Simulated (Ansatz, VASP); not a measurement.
One calculation of WF3, two programs

```
W F
1.0
     0.00000    2.73970    2.73970
     2.73970    0.00000    2.73970
     2.73970    2.73970    0.00000
W F
1 3
Direct
  0.00000 0.00000 0.00000
  0.50000 0.50000 0.50000
  0.75000 0.75000 0.75000
  0.25000 0.25000 0.25000
```

Change from the starting cell: species swapped into the PrMg3 type (Fm-3m, No. 225).

Alike in both runs: functional PBE; k mesh 6 × 6 × 6; occupations gaussian, width 0.1 eV; collinear spin.

Ansatz relaxed the structure, and its values are those at the end. VASP's run is a single point on that final structure, the one shown.

|  | VASP | Ansatz |
| --- | --- | --- |
| version | VASP 6.6.1 | Ansatz 0.2.0 |
| potentials or method | VASP PAW PBE potentials, release 64 (W_sv, F), cutoff 520 eV | scalar-relativistic, plane waves, PAW |
| valence electrons in the cell | 35 | 35 |

```csv
,VASP,Ansatz,Ansatz less VASP
gap on the k mesh at the Fermi level (eV),none,none,-
pressure (GPa),0.1,0.0,-0.12
net moment per atom (μB),0.75,0.75,0.000
size of the moment on the site where the two differ most (μB),2.53,1.97,-0.557
```

Site moments also hang on the region over which each program counts them. A gap of «none» marks a metal or a gap that the smearing closes. Ansatz's warnings: no starting moments.

Neither program's run includes spin-orbit coupling.
